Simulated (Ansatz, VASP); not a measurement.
MoS2 in VASP and in Ansatz

File INCAR:

```
PREC = Accurate ; ENCUT = 600
EDIFF = 1E-7 ; ISMEAR = -1
SIGMA = 0.05 ; LREAL = False
LASPH = True ; NELM = 100
ALGO = Normal ; ISIF = 3
LWAVE = False ; LCHARG = False
GGA = PE ; IVDW = 12
IBRION = 2 ; NSW = 60
EDIFFG = -0.01
```

KPOINTS

```
regular mesh
0
Gamma
  10 10 3
```

Contents of POSCAR:

```
MoS2
1.0
    3.1690000000      0.0000000000      0.0000000000
   -1.5845000000      2.7444345046      0.0000000000
    0.0000000000      0.0000000000     12.3240000000
Mo S
2 4
Direct
    0.6666666667      0.3333333333      0.7500000000
    0.3333333333      0.6666666667      0.2500000000
    0.6666666667      0.3333333333      0.3770000000
    0.3333333333      0.6666666667      0.8770000000
    0.6666666667      0.3333333333      0.1230000000
    0.3333333333      0.6666666667      0.6230000000
```

File input.yaml:

```yaml
crystal:
  lattice:
    - [3.169, 0.0, 0.0]
    - [-1.5845, 2.7444345046, 0.0]
    - [0.0, 0.0, 12.324]
  atoms:
    - { symbol: Mo, position: [0.6666666667, 0.3333333333, 0.75] }
    - { symbol: Mo, position: [0.3333333333, 0.6666666667, 0.25] }
    - { symbol: S, position: [0.6666666667, 0.3333333333, 0.377] }
    - { symbol: S, position: [0.3333333333, 0.6666666667, 0.877] }
    - { symbol: S, position: [0.6666666667, 0.3333333333, 0.123] }
    - { symbol: S, position: [0.3333333333, 0.6666666667, 0.623] }
hamiltonian:
  xc: pbe
  pseudopotentials: { kind: paw }
  dispersion: d3bj
kpoints:
  mp_grid: { grid: [10, 10, 3] }
scf:
  occupations: { method: fermi_dirac, width: 0.05 }
output:
  forces: true
  stress: true
  write_density: true
  write_potential: true
  elf: true
  volumetric_format: npy
relax:
  f_tol: 0.01
  max_steps: 40
  cell: { stress_tol: 0.05 }
```

Alike in both runs: task relaxation of cell and atoms; functional PBE; dispersion D3(BJ); k mesh 10 × 10 × 3; occupations fermi-dirac, width 0.05 eV; no spin polarisation.

|  | VASP | Ansatz |
| --- | --- | --- |
| version | VASP 6.6.1 | Ansatz 0.2.0 |
| potentials or method | VASP PAW PBE potentials, release 64 (Mo_sv, S) | Ansatz PAW |
| plane-wave cutoff (eV) | 600 | 420 |
| valence electrons in the cell | 52 | 52 |

|  | VASP | Ansatz | Ansatz less VASP |
| --- | --- | --- | --- |
| gap on the k mesh at the Fermi level, each at its own relaxed structure (eV) | 0.84 | 0.82 | -0.014 |
| relaxed volume (Å³/atom) | 17.29 | 17.31 | +0.017 |
| relaxed length of the cell vector where the two differ most in proportion (Å) | 12.082 | 12.090 | +0.0075 |

Noted on Ansatz's run: odd divisions of the mesh miss points on the zone boundary, where band edges often lie, so the gap on the mesh can be too wide; the plane-wave basis is chosen anew once the cell has moved, so the energies of steps on either side of that aren't comparable.
